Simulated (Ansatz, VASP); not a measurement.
## AlB2P3 in VASP and in Ansatz

```
Al B P
1.0
     0.00982   -0.02583    5.74905
     6.01484    0.05328    0.01020
    -2.96127    4.97961   -0.02832
Al B P
2 4 6
Cartesian
  2.9664 1.7082 0.0297
  0.0920 3.3685 -0.0967
  6.0323 -0.0451 5.6443
  1.8709 -0.0964 2.9177
  -1.0190 1.7480 2.7985
  2.0969 3.3715 3.1363
  3.1644 5.0579 2.1395
  2.9337 1.6872 2.3646
  0.1154 3.3158 2.3924
  1.7521 0.1952 4.7551
  5.2699 1.3261 4.9391
  2.0839 3.4727 4.8407
```

Change from the starting cell: cell x1, atoms moved at random (sigma 0.1 Å) and cell strained at random (1.5 %), then relaxed without symmetry.

Alike in both runs: task relaxation of cell and atoms; functional PBE; k mesh 2 × 3 × 3; occupations gaussian, width 0.1 eV; no spin polarisation.

|  | VASP | Ansatz |
| --- | --- | --- |
| version | VASP 6.6.1 | Ansatz 0.2.0 |
| potentials or method | VASP PAW PBE potentials, release 64 (Al, B, P), cutoff 600 eV | scalar-relativistic, plane waves, PAW |
| valence electrons in the cell | 48 | 48 |

VASP gave:

* gap on the k mesh at the Fermi level, each at its own relaxed structure (eV): 1.06
* relaxed volume (Å³/atom): 14.61
* relaxed cell length with the largest relative difference (Å): 5.726

Task: Estimate Ansatz's values.

Result: gap on the k mesh at the Fermi level, each at its own relaxed structure (eV): 1.06; relaxed volume (Å³/atom): 14.63; relaxed cell length with the largest relative difference (Å): 5.729.

The k mesh is coarse, so the values compare programs but aren't converged.
